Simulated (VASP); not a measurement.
The system is ZnGaAs2.

```
Ga As Zn
1.0
     0.00000    5.63003    0.00000
     5.63003    0.00000    0.00000
     2.81502    2.81502   -5.63003
Ga As Zn
2 4 2
Direct
  0.50000 0.50000 0.00000
  0.25000 0.75000 0.50000
  0.37500 0.36200 0.75000
  0.63800 0.12500 0.25000
  0.87500 0.88800 0.75000
  0.11200 0.62500 0.25000
  0.00000 0.00000 0.00000
  0.75000 0.25000 0.50000
```

* Program: VASP 6.6.1
* Task: relaxation of cell and atoms
* Functional: r2SCAN
* Potentials or basis: VASP PAW PBE potentials, release 64 (Ga_d, As, Zn)
* Cutoff: 600 eV
* k mesh: 4 × 4 × 4
* Occupations: fermi-dirac, width 0.1 eV
* Spin: no spin polarisation

At the start: pressure 0.4 GPa; volume 22.31 Å³/atom.

Q: Where does the relaxation end?

A: Over 10 steps the energy falls by 10.3 meV/atom and the volume is 22.45 Å³/atom (+0.6 %); space group I-42d (No. 122, to 0.1 Å) before and after.

Step by step:
```tsv
step	energy change (eV)	largest force (eV/Å)	pressure (GPa)	volume (Å³)
1	0.0000	0.6149	0.40	178.46
2	-0.0569	0.3373	-0.15	179.89
3	-0.0746	0.0378	-0.78	181.91
4	-0.0767	0.0467	-0.65	181.44
5	-0.0804	0.0400	0.36	178.78
6	-0.0814	0.0129	0.05	179.59
7	-0.0814	0.0094	-0.02	179.70
8	-0.0814	0.0105	0.03	179.66
9	-0.0818	0.0079	0.03	179.65
10	-0.0825	0.0001	0.03	179.61
```

Final structure:
```cif
data_structure
_symmetry_space_group_name_H-M 'P 1'
_symmetry_Int_Tables_number 1
_cell_length_a 5.6614
_cell_length_b 5.6614
_cell_length_c 6.8870
_cell_angle_alpha 65.731
_cell_angle_beta 65.731
_cell_angle_gamma 90.000
_cell_volume 179.61
loop_
_atom_site_label
_atom_site_type_symbol
_atom_site_fract_x
_atom_site_fract_y
_atom_site_fract_z
_atom_site_occupancy
Ga1 Ga 0.50000 0.50000 0.00000 1
Ga2 Ga 0.25000 0.75000 0.50000 1
As1 As 0.37500 0.37376 0.75000 1
As2 As 0.62624 0.12500 0.25000 1
As3 As 0.87500 0.87624 0.75000 1
As4 As 0.12376 0.62500 0.25000 1
Zn1 Zn 0.00000 0.00000 0.00000 1
Zn2 Zn 0.75000 0.25000 0.50000 1
```

Caveat: the PAW data sets were made with another functional, which shifts forces and pressure a little.
